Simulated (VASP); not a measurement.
# TiNi (P4/nmm) in VASP: single point with PBEsol

Aim: the single point of TiNi with PBEsol.

All numbers are computed with VASP 6.6.1; they aren't measurements. Logs are shortened: lines on timing, memory, paths and dates and some standing lists are left out, and cuts for length are marked.

## 1. The cell of the first run

The structure is tetragonal, space group P4/nmm (No. 129). The conventional cell has a = 3.770 Å, b = 3.770 Å, c = 3.587 Å, α = 90.00°, β = 90.00°, γ = 90.00°. Ni (site symmetry -4m2) has 8 Ti at 2.56 to 2.65 Å and 4 Ni at 2.67 Å within 3.4 Å. Ti (site symmetry 4mm) has 8 Ni at 2.56 to 2.65 Å and 4 Ti at 2.67 Å within 3.4 Å.

## 2. Single point, PBEsol, collinear spin, ferromagnetic start

INCAR

```
SYSTEM = TiNi
  PREC = Accurate
  ENCUT = 550
  EDIFF = 1E-6
  ISMEAR = -1
  SIGMA = 0.05
  LREAL = .FALSE.
  LASPH = .TRUE.
  NELM = 300
  ALGO = All
  ISIF = 2
  LWAVE = .FALSE.
  LCHARG = .FALSE.
  ISPIN = 2
  MAGMOM = 1 1 1 1
  LORBIT = 11
  LMAXMIX = 4
  GGA = PS
  NBANDS = 34
  GGA_COMPAT = .FALSE.
  ISEARCH = 1
  KPAR = 4
```

KPOINTS

```
regular mesh
0
G
  7 7 7
  0 0 0
```

POSCAR

```
TiNi
1.0
    3.7702917491      0.0000000000      0.0000000000
    0.0000000000      3.7702917491      0.0000000000
    0.0000000000      0.0000000000      3.5871054621
Ni Ti
2 2
Direct
    0.0000000000      0.0000000000      0.0000000000
    0.5000000000      0.5000000000      0.0000000000
    0.5000000000      0.0000000000      0.5191990000
    0.0000000000      0.5000000000      0.4808010000
```

Potentials or basis: VASP PAW PBE potentials, release 64 (Ni, Ti_sv).

Run with:

```bash
cat potpaw_PBE.64/Ni/POTCAR potpaw_PBE.64/Ti_sv/POTCAR > POTCAR
mpirun -np 4 vasp_std > vasp.out
```

OUTCAR:

```text
SYSTEM = TiNi
   PREC = Accurate
   ENCUT = 550
   EDIFF = 1E-6
   ISMEAR = -1
   LREAL = .FALSE.
   LASPH = .TRUE.
   NELM = 300
   ISIF = 2
   ISPIN = 2
   LORBIT = 11
   GGA = PS

 ion  position               nearest neighbor table
   1  0.000  0.000  0.000-   3 2.56   4 2.56   4 2.56   3 2.56   3 2.65   4 2.65   3 2.65   4 2.65
                             2 2.67   2 2.67   2 2.67   2 2.67
   2  0.500  0.500  0.000-   3 2.56   4 2.56   3 2.56   4 2.56   3 2.65   3 2.65   4 2.65   4 2.65
                             1 2.67   1 2.67   1 2.67   1 2.67
   3  0.500  0.000  0.519-   1 2.56   2 2.56   2 2.56   1 2.56   1 2.65   2 2.65   2 2.65   1 2.65
                             4 2.67   4 2.67   4 2.67   4 2.67
   4  0.000  0.500  0.481-   1 2.56   2 2.56   1 2.56   2 2.56   1 2.65   1 2.65   2 2.65   2 2.65
                             3 2.67   3 2.67   3 2.67   3 2.67

  LATTYP: Found a simple tetragonal cell.
 ALAT       =     3.7702917491
 C/A-ratio  =     0.9514132329

  Lattice vectors:

 A1 = (   3.7702917491,   0.0000000000,   0.0000000000)
 A2 = (   0.0000000000,   3.7702917491,   0.0000000000)
 A3 = (   0.0000000000,   0.0000000000,   3.5871054621)

Analysis of symmetry for initial positions (statically):
=====================================================================
 Subroutine PRICEL returns:
 Original cell was already a primitive cell.

 Routine SETGRP: Setting up the symmetry group for a
 simple tetragonal supercell.

 Subroutine GETGRP returns: Found 16 space group operations
 (whereof  8 operations were pure point group operations)
 out of a pool of 16 trial point group operations.

The static configuration has the point symmetry D_2d.
 The point group associated with its full space group is D_4h.

Analysis of symmetry for dynamics (positions and initial velocities):
=====================================================================
 Subroutine PRICEL returns:
 Original cell was already a primitive cell.

 Routine SETGRP: Setting up the symmetry group for a
 simple tetragonal supercell.

 Subroutine GETGRP returns: Found 16 space group operations
 (whereof  8 operations were pure point group operations)
 out of a pool of 16 trial point group operations.

The dynamic configuration has the point symmetry D_2d.
 The point group associated with its full space group is D_4h.

Analysis of structural, dynamic, and magnetic symmetry:
=====================================================================
 Subroutine PRICEL returns:
 Original cell was already a primitive cell.

 Routine SETGRP: Setting up the symmetry group for a
 simple tetragonal supercell.

 Subroutine GETGRP returns: Found 16 space group operations
 (whereof  8 operations were pure point group operations)
 out of a pool of 16 trial point group operations.

The overall configuration has the point symmetry D_2d.
 The point group associated with its full space group is D_4h.

 Subroutine INISYM returns: Found 16 space group operations
 (whereof  8 operations are pure point group operations),
 and found     1 'primitive' translations

----------------------------------------------------------------------------------------

                                     Primitive cell

  volume of cell :      50.9911

  direct lattice vectors                    reciprocal lattice vectors
     3.770291749  0.000000000  0.000000000     0.265231464  0.000000000  0.000000000
     0.000000000  3.770291749  0.000000000     0.000000000  0.265231464  0.000000000
     0.000000000  0.000000000  3.587105462     0.000000000  0.000000000  0.278776303

  length of vectors
     3.770291749  3.770291749  3.587105462     0.265231464  0.265231464  0.278776303

  position of ions in fractional coordinates (direct lattice)
     0.000000000  0.000000000  0.000000000
     0.500000000  0.500000000  0.000000000
     0.500000000  0.000000000  0.519199000
     0.000000000  0.500000000  0.480801000

  ion indices of the primitive-cell ions
   primitive index   ion index
                 1           1
                 2           2
                 3           3
                 4           4

----------------------------------------------------------------------------------------

 KPOINTS: regular mesh

Automatic generation of k-mesh.
 Grid dimensions read from file:
 generate k-points for:    7    7    7

 Generating k-lattice:

  Cartesian coordinates                     Fractional coordinates (reciprocal lattice)
     0.037890209  0.000000000  0.000000000     0.142857143  0.000000000  0.000000000
     0.000000000  0.037890209  0.000000000     0.000000000  0.142857143  0.000000000
     0.000000000  0.000000000  0.039825186     0.000000000  0.000000000  0.142857143

  Length of vectors
     0.037890209  0.037890209  0.039825186

  Shift w.r.t. Gamma in fractional coordinates (k-lattice)
     0.000000000  0.000000000  0.000000000

 Subroutine IBZKPT returns following result:
 ===========================================

 Found     40 irreducible k-points:

 Following reciprocal coordinates:
            Coordinates               Weight
  0.000000  0.000000  0.000000      1.000000
  0.142857  0.000000  0.000000      4.000000
  0.285714  0.000000  0.000000      4.000000
  0.428571  0.000000  0.000000      4.000000
  0.142857  0.142857  0.000000      4.000000
  0.285714  0.142857  0.000000      8.000000
[... 16 lines left out ...]
  0.285714  0.000000  0.285714      8.000000
  0.428571  0.000000  0.285714      8.000000
 [... further k-points ...]
   k-points           NKPTS =     40   k-points in BZ     NKDIM =     40   number of bands    NBANDS=     34
   number of dos      NEDOS =    301   number of ions     NIONS =      4
   total plane-waves  NPLWV =  25200
   dimension x,y,z NGX =    30 NGY =   30 NGZ =   28
   dimension x,y,z NGXF=    60 NGYF=   60 NGZF=   56
   ions per type =               2   2
   NGX,Y,Z   is equivalent  to a cutoff of  13.23, 13.23, 12.98 a.u.
   NGXF,Y,Z  is equivalent  to a cutoff of  26.46, 26.46, 25.95 a.u.
 SYSTEM =  TiNi
   PREC   = accura    normal or accurate (medium, high low for compatibility)
   ISTART =      0    job   : 0-new  1-cont  2-samecut
   ICHARG =      2    charge: 1-file 2-atom 10-const
   ISPIN  =      2    spin polarized calculation?
   LNONCOLLINEAR =      F non collinear calculations
   LSORBIT =      F    spin-orbit coupling
   LASPH  =      T    aspherical Exc in radial PAW
   ENCUT  =  550.0 eV  40.42 Ry    6.36 a.u.   7.21  7.21  6.86*2*pi/ulx,y,z
   NELM   =    300;   NELMIN=  2; NELMDL= -5     # of ELM steps
   EDIFF  = 0.1E-05   stopping-criterion for ELM
   LREAL  =      F    real-space projection
   EDIFFG = 0.1E-04   stopping-criterion for IOM
   NSW    =      0    number of steps for IOM
   IBRION =     -1    ionic relax: 0-MD 1-quasi-New 2-CG
   NFREE  =      0    steps in history (QN), initial steepest desc. (CG)
   ISIF   =      2    stress and relaxation
   ISYM   =      2    0-nonsym 1-usesym 2-fastsym
   POTIM  = 0.5000    time-step for ionic-motion
   TEBEG  =    0.0;   TEEND  =   0.0 temperature during run
   PSTRESS=    0.0 pullay stress
   NELECT =      44.0000    total number of electrons
   NUPDOWN=      -1.0000    fix difference up-down
   EMIN   =  10.00;   EMAX   =-10.00  energy-range for DOS
   EFERMI =   0.00;   METHOD = LEGACY
   ISMEAR =    -1;   SIGMA  =   0.05  broadening in eV -4-tet -1-fermi 0-gaus
   EFERMI_NEDOS =   21; number of points for ismear=-14 and -15
   IALGO  =     58    algorithm
   IMIX   =      4    mixing-type and parameters
     AMIX     =   0.40;   BMIX     =  1.00
     AMIX_MAG =   1.60;   BMIX_MAG =  1.00
  volume/ion in A,a.u.               =      12.75        86.03
  Fermi-wavevector in a.u.,A,eV,Ry     =   1.558575  2.945280 33.050674  2.429156
  Thomas-Fermi vector in A             =   2.662059
   LORBIT       =     11    0 simple, 1 ext, 2 COOP (PROOUT), +10 PAW based schemes
   GGA     = PS    functional components
   LHFCALC =     F    Hartree Fock is set to
   AEXX    =    0.0000 exact exchange contribution
   IVDW    =     0    specifies the selected vdW correction
   LEPSILON=     F    determine dielectric tensor
   LRPA    =     F    only Hartree local field effects (RPA)
 spin polarized calculation
  energy-cutoff  :      550.00
  volume of cell :       50.99
 maximum number of plane-waves:      1509
 NGX is ok and might be reduce to    30
   NGX = 15   NGY = 15   NGZ = 13

 number of electron      43.9999997 magnetization       0.0043505

 Free energy of the ion-electron system (eV)
  ---------------------------------------------------
  ext. energy  EPLUGINS =         0.00000000
  ---------------------------------------------------
  free energy    TOTEN  =       -30.34142049 eV

  energy without entropy =      -30.30494199  energy(sigma->0) =      -30.32318124

 E-fermi :   9.8103     XC(G=0): -12.8997

 val. band max:        9.7969599120   @ k =   0.2857   0.1429   0.2857
 cond. band min:       9.8312199574   @ k =   0.1429   0.1429   0.0000
 fundamental gap:      0.0342600454
 Fermi energy:         9.8103409406

 spin component 1

 k-point     1 :       0.0000    0.0000    0.0000
  band No.  band energies     occupation
      1     -46.6980      1.00000
      2     -46.4802      1.00000
      3     -23.2931      1.00000
      4     -23.2931      1.00000
      5     -23.0532      1.00000
      6     -22.8739      1.00000
[... 26 lines left out ...]
     33      19.9103      0.00000
     34      21.4814      0.00000

 k-point     2 :       0.1429    0.0000    0.0000
  band No.  band energies     occupation
      1     -46.6871      1.00000
      2     -46.4908      1.00000
      3     -23.2675      1.00000
      4     -23.2613      1.00000
      5     -23.0438      1.00000
      6     -22.8839      1.00000
[... 26 lines left out ...]
     33      20.2238      0.00000
     34      21.6037      0.00000
[... 775 lines left out ...]
     33      17.8006      0.00000
     34      19.6205      0.00000

 k-point    24 :       0.4286    0.0000    0.2857
  band No.  band energies     occupation
      1     -46.6106      1.00000
      2     -46.5623      1.00000
      3     -23.0787      1.00000
      4     -23.0396      1.00000
      5     -23.0018      1.00000
      6     -22.9866      1.00000
[... 26 lines left out ...]
     33      18.8238      0.00000
     34      20.3807      0.00000

 [... further k-points ...]

 spin component 2

 k-point     1 :       0.0000    0.0000    0.0000
  band No.  band energies     occupation
      1     -46.6967      1.00000
      2     -46.4788      1.00000
      3     -23.2915      1.00000
      4     -23.2915      1.00000
      5     -23.0524      1.00000
      6     -22.8731      1.00000
[... 26 lines left out ...]
     33      19.9111      0.00000
     34      21.4789      0.00000

 k-point     2 :       0.1429    0.0000    0.0000
  band No.  band energies     occupation
      1     -46.6857      1.00000
      2     -46.4894      1.00000
      3     -23.2659      1.00000
      4     -23.2597      1.00000
      5     -23.0430      1.00000
      6     -22.8830      1.00000
[... 26 lines left out ...]
     33      20.2321      0.00000
     34      21.6195      0.00000
[... 775 lines left out ...]
     33      17.8013      0.00000
     34      19.6209      0.00000

 k-point    24 :       0.4286    0.0000    0.2857
  band No.  band energies     occupation
      1     -46.6092      1.00000
      2     -46.5610      1.00000
      3     -23.0773      1.00000
      4     -23.0379      1.00000
      5     -23.0008      1.00000
      6     -22.9857      1.00000
[... 26 lines left out ...]
     33      18.8245      0.00000
     34      20.3273      0.00000

 [... further k-points ...]

------------------------ aborting loop because EDIFF is reached ----------------------------------------

  FORCE on cell =-STRESS in cart. coord.  units (eV):
  Direction    XX          YY          ZZ          XY          YZ          ZX
  --------------------------------------------------------------------------------------
  -------------------------------------------------------------------------------------
  Total        0.8123835      0.8123835     -0.2717178      0.0000000      0.0000000      0.0000000
  in kB       25.5256968     25.5256968     -8.5375777      0.0000000      0.0000000      0.0000000
  external PRESSURE =      14.1712719 kB  Pullay stress =       0.0000000 kB

 VOLUME and BASIS-vectors are now :
 -----------------------------------------------------------------------------
  energy-cutoff  :      550.00
  volume of cell :       50.99
      direct lattice vectors                 reciprocal lattice vectors
     3.770291749  0.000000000  0.000000000     0.265231464  0.000000000  0.000000000
     0.000000000  3.770291749  0.000000000     0.000000000  0.265231464  0.000000000
     0.000000000  0.000000000  3.587105462     0.000000000  0.000000000  0.278776303

 POSITION                                       TOTAL-FORCE (eV/Angst)
 -----------------------------------------------------------------------------------
      0.00000      0.00000      0.00000        -0.000000      0.000000      0.000000
      1.88515      1.88515      0.00000        -0.000000      0.000000      0.000000
      1.88515      0.00000      1.86242         0.000000      0.000000     -0.136947
      0.00000      1.88515      1.72468        -0.000000      0.000000      0.136947
 -----------------------------------------------------------------------------------
    total drift:                                0.000000      0.000000     -0.000000

  FREE ENERGIE OF THE ION-ELECTRON SYSTEM (eV)
  ---------------------------------------------------
  free  energy   TOTEN  =       -30.3414204941 eV

  energy  without entropy=      -30.3049413294  energy(sigma->0) =      -30.32318091

 total charge

# of ion       s       p       d       tot
------------------------------------------
    1        0.567   0.520   8.322   9.409
    2        0.567   0.520   8.322   9.409
    3        2.260   6.160   1.973  10.393
    4        2.260   6.160   1.973  10.393
--------------------------------------------------
tot          5.653  13.360  20.590  39.604

 magnetization (x)

# of ion       s       p       d       tot
------------------------------------------
    1       -0.000  -0.000   0.000   0.000
    2       -0.000  -0.000   0.000   0.000
    3        0.000   0.000   0.002   0.002
    4        0.000   0.000   0.002   0.002
--------------------------------------------------
tot          0.000  -0.000   0.004   0.004
```

Run time: 94 s. Hardware: 4 MPI ranks of Intel Xeon Platinum 8259CL at 2.50GHz (Skylake/Cascade Lake), shared host; peak memory 0.37 GiB.

Results:

- Free energy: -30.3414 eV
- Pressure: 1.4 GPa
- Largest force: 0.137 eV/Å
- Band gap on the k mesh: zero (filled and empty bands overlap)
- Net moment: 0.00 μB per cell
- Valence electrons inside the program's atomic spheres: Ni 9.41; Ti 10.39

Forces in eV/Å, atoms in the order of the input:
```
Ni   0.000  0.000  0.000
Ni   0.000  0.000  0.000
Ti   0.000  0.000 -0.137
Ti   0.000  0.000  0.137
```

Stress tensor (GPa, compression positive):
```
 2.55  0.00  0.00
 0.00  2.55  0.00
 0.00  0.00 -0.85
```

Caveat: the moments typed at the start vanished in this run; the PAW data sets were made with another functional, which shifts forces and pressure a little.

The gap in the log of VASP goes by the Fermi energy; the results here count the filled bands.